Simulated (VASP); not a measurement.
HW8C8: single point with PBE

HW8C8, a slab with vacuum:

```
CELL_PARAMETERS angstrom
5.78910 0.00000 0.00000
-2.89455 5.01351 0.00000
0.00000 0.00000 16.24817
ATOMIC_POSITIONS crystal
W 0.00000 0.00000 0.06155
W 0.99985 0.99991 0.23811
W 0.00000 0.50000 0.06155
W 0.99958 0.49978 0.23782
W 0.50000 0.00000 0.06155
W 0.49997 0.00015 0.23785
W 0.50000 0.50000 0.06155
W 0.49997 0.49979 0.23785
C 0.33297 0.16647 0.14280
C 0.33638 0.16819 0.30680
C 0.33326 0.66661 0.14402
C 0.33306 0.66650 0.31440
C 0.83341 0.16644 0.14278
C 0.83154 0.16820 0.30679
C 0.83343 0.66697 0.14278
C 0.83153 0.66331 0.30679
H 0.33242 0.66610 0.38155
```

| Quantity | Value |
| --- | --- |
| Program | VASP 6.6.1 |
| Task | single point |
| Functional | PBE |
| Potentials or basis | VASP PAW PBE potentials, release 64 (W_sv, C, H) |
| Cutoff | 520 eV |
| k mesh | 5 × 5 × 1 |
| Occupations | gaussian, width 0.15 eV |
| Spin | no spin polarisation |
| Dipole correction | no |
| Further INCAR settings | LREAL = Auto; ALGO = Normal; EDIFF = 1e-06; NBANDS = 86 |

| Item | Value |
| --- | --- |
| Largest force | 0.134 eV/Å |
| Band gap on the k mesh | zero (an odd number of electrons rules out a gap without spin polarisation) |

Forces on the atoms (eV/Å):
```
W   -0.002 -0.001 -0.111
W    0.001  0.001 -0.033
W    0.107  0.061 -0.042
W    0.019  0.011 -0.027
W   -0.003 -0.128 -0.039
W    0.001 -0.021 -0.029
W   -0.112  0.060 -0.039
W   -0.018  0.011 -0.029
C   -0.003 -0.001 -0.002
C    0.000 -0.001  0.087
C    0.000  0.001  0.010
C    0.002  0.001  0.063
C    0.002  0.001  0.001
C   -0.001  0.000  0.087
C    0.001  0.001  0.001
C    0.000 -0.001  0.086
H    0.005  0.004  0.017
```

Levels at points of the mesh, in eV from the Fermi level:
```
           k point  band 69  band 70  band 71  band 72  band 73  band 74  band 75  band 76  band 77  band 78
(0.00, 0.00, 0.00)    -0.48     0.34     0.34     0.46     0.46     0.50     1.20     1.35     1.35     2.28
```

Run time: 50 min on 1 thread of Intel Xeon 8259CL, on a shared host, peak memory 0.77 GiB.

Caveat: there is no dipole correction, which matters where the two faces differ; spin-orbit coupling is left out, which moves the levels of the heavy elements; an odd number of electrons without spin polarisation forces a metal; a magnetic or distorted state may lie lower.
